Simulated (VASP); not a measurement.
# Sn (I4_1/amd) in VASP: single point with PBEsol

Aim: the single point of Sn with PBEsol.

All numbers are computed with VASP 6.6.1; they aren't measurements. Logs are shortened: lines on timing, memory, paths and dates and some standing lists are left out, and cuts for length are marked.

## (1) The cell of the first run

Symmetry: I4_1/amd, No. 141, tetragonal system. Conventional cell: a = 4.626 Å, b = 4.626 Å, c = 6.934 Å, α = 90.00°, β = 90.00°, γ = 90.00°. Within 3.8 Å of Sn (site symmetry -4m2) lie 4 Sn at 2.89 Å.

## (2) Single point, PBEsol (strain +0.0600 x Voigt [0, 1, 0, 0, 0, 0])

File INCAR:

```
ALGO     = Fast           # electronic algorithm
EDIFF    = 1E-7           # SCF threshold, eV
ENCUT    = 520            # plane-wave cutoff, eV
GGA      = PS             # functional
ISIF     = 2              # what is computed and relaxed
ISMEAR   = 0              # smearing method
LASPH    = True           # aspherical terms in the spheres
LCHARG   = False          # write CHGCAR
LREAL    = False          # projectors in reciprocal space
LWAVE    = False          # write WAVECAR
NBANDS   = 21             # bands
NELM     = 100            # most SCF steps
PREC     = Accurate       # precision mode
SIGMA    = 0.15           # smearing width, eV
```

File KPOINTS:

```
k-points
0
Gamma
  16 16 16
```

File POSCAR:

```
Sn
1.0
    0.0000000000      3.4670260372      3.2707792804
    3.2707792804      0.0000000000      3.2707792804
    3.2707792804      3.4670260372      0.0000000000
Sn
2
Direct
    0.5000000000      0.5000000000      0.5000000000
    0.7500000000      0.7500000000      0.7500000000
```

Potentials or basis: VASP PAW PBE potentials, release 64 (Sn_d).

Run with:

```sh
cat potpaw_PBE.64/Sn_d/POTCAR > POTCAR
mpirun -np 1 vasp_std > vasp.out
```

OUTCAR:

```text
EDIFF = 1E-7
   ENCUT = 520
   GGA = PS
   ISIF = 2
   ISMEAR = 0
   LASPH = True
   LREAL = False
   NELM = 100
   PREC = Accurate

 ion  position               nearest neighbor table
   1  0.500  0.500  0.500-   2 2.89   2 2.89   2 2.89   2 2.89
   2  0.750  0.750  0.750-   1 2.89   1 2.89   1 2.89   1 2.89

  LATTYP: Found a body centered tetragonal cell.
 ALAT       =     4.6255804179
 C/A-ratio  =     1.4990663761

  Lattice vectors:

 A1 = (   0.0000000000,  -3.4670260372,   3.2707792804)
 A2 = (   0.0000000000,  -3.4670260372,  -3.2707792804)
 A3 = (   3.2707792804,   3.4670260372,   0.0000000000)

Analysis of symmetry for initial positions (statically):
=====================================================================
 Subroutine PRICEL returns:
 Original cell was already a primitive cell.

 Routine SETGRP: Setting up the symmetry group for a
 body centered tetragonal supercell.

 Subroutine GETGRP returns: Found 16 space group operations
 (whereof  8 operations were pure point group operations)
 out of a pool of 16 trial point group operations.

The static configuration has the point symmetry D_2d.
 The point group associated with its full space group is D_4h.

Analysis of symmetry for dynamics (positions and initial velocities):
=====================================================================
 Subroutine PRICEL returns:
 Original cell was already a primitive cell.

 Routine SETGRP: Setting up the symmetry group for a
 body centered tetragonal supercell.

 Subroutine GETGRP returns: Found 16 space group operations
 (whereof  8 operations were pure point group operations)
 out of a pool of 16 trial point group operations.

The dynamic configuration has the point symmetry D_2d.
 The point group associated with its full space group is D_4h.

 Subroutine INISYM returns: Found 16 space group operations
 (whereof  8 operations are pure point group operations),
 and found     1 'primitive' translations

----------------------------------------------------------------------------------------

                                     Primitive cell

  volume of cell :      74.1805

  direct lattice vectors                    reciprocal lattice vectors
     0.000000000  3.467026037  3.270779280    -0.152868768  0.144215819  0.152868768
     3.270779280  0.000000000  3.270779280     0.152868768 -0.144215819  0.152868768
     3.270779280  3.467026037  0.000000000     0.152868768  0.144215819 -0.152868768
[... 76 lines left out ...]
   ISTART =      0    job   : 0-new  1-cont  2-samecut
   ICHARG =      2    charge: 1-file 2-atom 10-const
   ISPIN  =      1    spin polarized calculation?
   LNONCOLLINEAR =      F non collinear calculations
   LSORBIT =      F    spin-orbit coupling
   LASPH  =      T    aspherical Exc in radial PAW
   ENCUT  =  520.0 eV  38.22 Ry    6.18 a.u.   8.86  8.60  8.86*2*pi/ulx,y,z
   NELM   =    100;   NELMIN=  2; NELMDL= -5     # of ELM steps
   EDIFF  = 0.1E-06   stopping-criterion for ELM
   LREAL  =      F    real-space projection
   EDIFFG = 0.1E-05   stopping-criterion for IOM
   NSW    =      0    number of steps for IOM
   IBRION =     -1    ionic relax: 0-MD 1-quasi-New 2-CG
   NFREE  =      0    steps in history (QN), initial steepest desc. (CG)
   ISIF   =      2    stress and relaxation
   ISYM   =      2    0-nonsym 1-usesym 2-fastsym
   POTIM  = 0.5000    time-step for ionic-motion
   TEBEG  =    0.0;   TEEND  =   0.0 temperature during run
   PSTRESS=    0.0 pullay stress
   NELECT =      28.0000    total number of electrons
   NUPDOWN=      -1.0000    fix difference up-down
   EMIN   =  10.00;   EMAX   =-10.00  energy-range for DOS
   EFERMI =   0.00;   METHOD = LEGACY
   ISMEAR =     0;   SIGMA  =   0.15  broadening in eV -4-tet -1-fermi 0-gaus
   EFERMI_NEDOS =   21; number of points for ismear=-14 and -15
   IALGO  =     68    algorithm
   IMIX   =      4    mixing-type and parameters
     AMIX     =   0.40;   BMIX     =  1.00
     AMIX_MAG =   1.60;   BMIX_MAG =  1.00
  volume/ion in A,a.u.               =      37.09       250.30
  Fermi-wavevector in a.u.,A,eV,Ry     =   1.183126  2.235784 19.045259  1.399787
  Thomas-Fermi vector in A             =   2.319367
   LORBIT       =      0    0 simple, 1 ext, 2 COOP (PROOUT), +10 PAW based schemes
   GGA     = PS    functional components
   LHFCALC =     F    Hartree Fock is set to
   AEXX    =    0.0000 exact exchange contribution
   IVDW    =     0    specifies the selected vdW correction
   LEPSILON=     F    determine dielectric tensor
   LRPA    =     F    only Hartree local field effects (RPA)
 non-spin polarized calculation
 RMM-DIIS sequential band-by-band and
 Gauss-broadening in eV      SIGMA  =   0.15
  energy-cutoff  :      520.00
  volume of cell :       74.18
 maximum number of plane-waves:      2044
   NGX = 17   NGY = 17   NGZ = 17

 number of electron      28.0000007 magnetization

 Free energy of the ion-electron system (eV)
  ---------------------------------------------------
  ext. energy  EPLUGINS =         0.00000000
  ---------------------------------------------------
  free energy    TOTEN  =        -8.42022463 eV

  energy without entropy =       -8.41856993  energy(sigma->0) =       -8.41939728

 E-fermi :   4.6710     XC(G=0):  -8.7153

 val. band max:        4.6664736454   @ k =   0.0625   0.0000   0.0625
 cond. band min:       4.6925783961   @ k =  -0.1250   0.0000   0.0625
 fundamental gap:      0.0261047507
 Fermi energy:         4.6710341404

 k-point     1 :       0.0000    0.0000    0.0000
  band No.  band energies     occupation
      1     -16.8020      2.00000
      2     -16.8020      2.00000
      3     -16.7864      2.00000
      4     -16.7485      2.00000
      5     -16.7458      2.00000
      6     -16.5191      2.00000
[... 565 lines left out ...]
     20      11.1836      0.00000
     21      12.0481      0.00000

 [... further k-points ...]
[... 5 lines left out ...]
  --------------------------------------------------------------------------------------
  -------------------------------------------------------------------------------------
  Total       -0.7299825     -1.5960565     -0.7299825      0.0000000      0.0000000      0.0000000
  in kB      -15.7664338    -34.4722214    -15.7664338      0.0000000      0.0000000      0.0000000
  external PRESSURE =     -22.0016964 kB  Pullay stress =       0.0000000 kB

 VOLUME and BASIS-vectors are now :
 -----------------------------------------------------------------------------
  energy-cutoff  :      520.00
  volume of cell :       74.18
      direct lattice vectors                 reciprocal lattice vectors
     0.000000000  3.467026037  3.270779280    -0.152868768  0.144215819  0.152868768
     3.270779280  0.000000000  3.270779280     0.152868768 -0.144215819  0.152868768
     3.270779280  3.467026037  0.000000000     0.152868768  0.144215819 -0.152868768

 POSITION                                       TOTAL-FORCE (eV/Angst)
 -----------------------------------------------------------------------------------
      3.27078      3.46703      3.27078         0.000000      0.000000      0.000000
      4.90617      5.20054      4.90617        -0.000000     -0.000000     -0.000000
 -----------------------------------------------------------------------------------
    total drift:                                0.000000      0.000000      0.000000

  FREE ENERGIE OF THE ION-ELECTRON SYSTEM (eV)
  ---------------------------------------------------
  free  energy   TOTEN  =        -8.4202246295 eV

  energy  without entropy=       -8.4185699307  energy(sigma->0) =       -8.41939728
```

OSZICAR:

```text
N       E                     dE             d eps       ncg     rms          rms(c)
DAV:   1     0.227189662362E+03    0.22719E+03   -0.14824E+04 14836   0.187E+03
DAV:   2     0.166133944653E+02   -0.21058E+03   -0.20623E+03 14723   0.440E+02
DAV:   3    -0.768185392733E+01   -0.24295E+02   -0.24164E+02 17293   0.140E+02
DAV:   4    -0.847574030510E+01   -0.79389E+00   -0.79359E+00 16558   0.286E+01
DAV:   5    -0.850339655815E+01   -0.27656E-01   -0.27656E-01 21415   0.520E+00    0.287E+00
RMM:   6    -0.844605063252E+01    0.57346E-01   -0.32463E-02 18104   0.224E+00    0.167E+00
RMM:   7    -0.841855680625E+01    0.27494E-01   -0.51017E-02 18157   0.246E+00    0.156E-01
RMM:   8    -0.841971142252E+01   -0.11546E-02   -0.98624E-03 18777   0.912E-01    0.644E-02
RMM:   9    -0.842018597362E+01   -0.47455E-03   -0.29479E-03 23063   0.459E-01    0.310E-02
RMM:  10    -0.842021325184E+01   -0.27278E-04   -0.24386E-04 19381   0.163E-01    0.949E-03
RMM:  11    -0.842022454424E+01   -0.11292E-04   -0.11270E-04 24940   0.816E-02    0.853E-03
RMM:  12    -0.842022465550E+01   -0.11126E-06   -0.71739E-06 20650   0.258E-02    0.241E-03
RMM:  13    -0.842022464015E+01    0.15353E-07   -0.32317E-06 23693   0.140E-02    0.794E-04
RMM:  14    -0.842022462950E+01    0.10650E-07   -0.35681E-07 13367   0.472E-03
   1 F= -.84202246E+01 E0= -.84193973E+01  d E =-.165470E-02
```

stdout:

```text
POSCAR found type information on POSCAR Sn
 POSCAR found :  1 types and       2 ions
 scaLAPACK will be used
 -----------------------------------------------------------------------------
|                                                                             |
|                                                                             |
|     You enforced a specific xc type in the INCAR file but a different       |
|     I HOPE YOU KNOW WHAT YOU ARE DOING!                                     |
|                                                                             |
 -----------------------------------------------------------------------------

 LDA part: xc-table for (Slater+PW92), standard interpolation
 POSCAR, INCAR and KPOINTS ok, starting setup
 FFT: planning ... GRIDC
 FFT: planning ... GRID_SOFT
 FFT: planning ... GRID
 WAVECAR not read
 entering main loop
WARNING in EDDRMM: call to ZHEGV failed, returncode =   8  4     18
WARNING in EDDRMM: call to ZHEGV failed, returncode =   8  4     18
 num prob  num prob  num prob WARNING in EDDRMM: call to ZHEGV failed, returncode =   8  4     21
WARNING in EDDRMM: call to ZHEGV failed, returncode =   8  4     19
WARNING in EDDRMM: call to ZHEGV failed, returncode =   6  3     20
 num prob  num prob  num prob  num prob  num prob  num prob RMM:  14    -0.842022462950E+01    0.10650E-07   -0.35681E-07 13367   0.472E-03
```

Wall time 6.7 min (1 thread of Intel Xeon Platinum 8259CL at 2.50GHz (Skylake/Cascade Lake), shared host); peak memory 0.53 GiB.

What came out:

```yaml
Free_energy: -8.4202 eV
Pressure: -2.2 GPa
Band_gap_on_the_k_mesh: zero (band 14 reaches 4.88 eV, above the bottom of band 15 at 4.42 eV)
```

Stress tensor (GPa, compression positive):
```
-1.58  0.00  0.00
 0.00 -3.45  0.00
 0.00  0.00 -1.58
```

Caveat: the cell differs from its parent crystal (strain +0.0600 x Voigt [0, 1, 0, 0, 0, 0]); the PAW data sets were made with another functional, which shifts forces and pressure a little; spin-orbit coupling is left out, which moves the levels of the heavy elements.
